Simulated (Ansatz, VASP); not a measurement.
**Ru in VASP and in Ansatz**

```xyz
2
Lattice="2.6206 0.0000 0.0000 -1.3103 2.2695 0.0000 0.0000 0.0000 4.2268" Properties=species:S:1:pos:R:3 pbc="T T T"
Ru    0.0000    1.5130    1.0567
Ru    1.3103    0.7565    3.1701
```

Change from the starting cell: mode 5 frozen in at +0.000 Å, equal normal strain along x and y -0.0200.

Alike in both runs: task single point; functional LDA; k mesh 21 × 21 × 10; occupations gaussian, width 0.15 eV; no spin polarisation.

|  | VASP | Ansatz |
| --- | --- | --- |
| version | VASP 6.6.1 | Ansatz 0.2.0 |
| potentials or method | VASP PAW LDA potentials, release 64 (Ru_pv), cutoff 520 eV | scalar-relativistic, plane waves, PAW |
| valence electrons in the cell | 28 | 32 |

|  | VASP | Ansatz | Ansatz less VASP |
| --- | --- | --- | --- |
| gap on the k mesh at the Fermi level (eV) | none | none | - |
| pressure (GPa) | 17.4 | 16.2 | -1.13 |
| traceless stress, the component that is largest in VASP (GPa) | -7.23 | -7.27 | -0.038 |

Ansatz warns that its potentials were made for another functional, while VASP's fit it. LDA's correlation is that of Perdew and Zunger in VASP and of Perdew and Wang (1992) in Ansatz. A gap of «none» marks a metal or a gap that the smearing closes. VASP's potentials hold 28 valence electrons a cell and Ansatz's 32, so a difference there can come from the potentials and not from the codes.
